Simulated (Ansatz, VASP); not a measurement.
One calculation of Ca, two programs

The input POSCAR:

```
Ca
1.0
   -2.2052049036      2.2052049036      2.1961148100
    2.2052049036     -2.2052049036      2.1961148100
    2.2052049036      2.2052049036     -2.1961148100
Ca
1
Direct
    0.5000000000      0.5000000000      0.0000000000
```

File INCAR.step1:

```
SYSTEM = Ca
ALGO = Normal ; EDIFF = 1E-4
ENCUT = 600 ; GGA = PE
ISMEAR = -1 ; LASPH = .True.
LCHARG = .False. ; LREAL = .False.
LWAVE = .True. ; NELM = 100
PREC = Accurate ; SIGMA = 0.05
```

Contents of INCAR.step2:

```
SYSTEM = Ca
ALGO = Normal ; EDIFF = 1E-7
EDIFFG = -0.01 ; ENCUT = 600
IBRION = 2 ; ISIF = 3
ISMEAR = -1 ; ISTART = 1
LASPH = .True. ; LCHARG = .False.
LMIXTAU = .True. ; LREAL = .False.
LWAVE = .False. ; METAGGA = R2SCAN
NELM = 100 ; NSW = 60
PREC = Accurate ; SIGMA = 0.05
```

Contents of KPOINTS:

```
k-points
0
Gamma
  9 9 9
  0 0 0
```

File input.yaml:

```yaml
crystal:
  lattice:
    - [-2.2052049036, 2.2052049036, 2.19611481]
    - [2.2052049036, -2.2052049036, 2.19611481]
    - [2.2052049036, 2.2052049036, -2.19611481]
  atoms:
    - { symbol: Ca, position: [0.5, 0.5, 0.0] }
hamiltonian:
  xc: r2scan
  pseudopotentials: { kind: paw }
kpoints:
  mp_grid: { grid: [9, 9, 9] }
scf:
  occupations: { method: fermi_dirac, width: 0.05 }
output:
  forces: true
  stress: true
  eigenvalues: true
relax:
  f_tol: 0.01
  max_steps: 40
  cell: { stress_tol: 0.05 }
```

Alike in both runs: task relaxation of cell and atoms; functional r2SCAN; k mesh 9 × 9 × 9; occupations fermi-dirac, width 0.05 eV; no spin polarisation.

|  | VASP | Ansatz |
| --- | --- | --- |
| version | VASP 6.6.1 | Ansatz 0.2.0 |
| potentials or method | VASP PAW PBE potentials, release 64 (Ca_sv) | Ansatz PAW |
| plane-wave cutoff (eV) | 600 | 500 |
| valence electrons in the cell | 10 | 10 |

```csv
,VASP,Ansatz,Ansatz less VASP
"gap on the k mesh at the Fermi level, each at its own relaxed structure (eV)",none,none,-
relaxed volume (Å³/atom),43.49,43.33,-0.167
relaxed length of the cell vector where the two differ most in proportion (Å),3.837,3.832,-0.0049
```

VASP's potentials were made for PBE, not for r2SCAN. A gap of «none» marks a metal or a gap that the smearing closes.

Noted on Ansatz's run: the plane-wave basis is chosen anew once the cell has moved, so the energies of steps on either side of that aren't comparable.
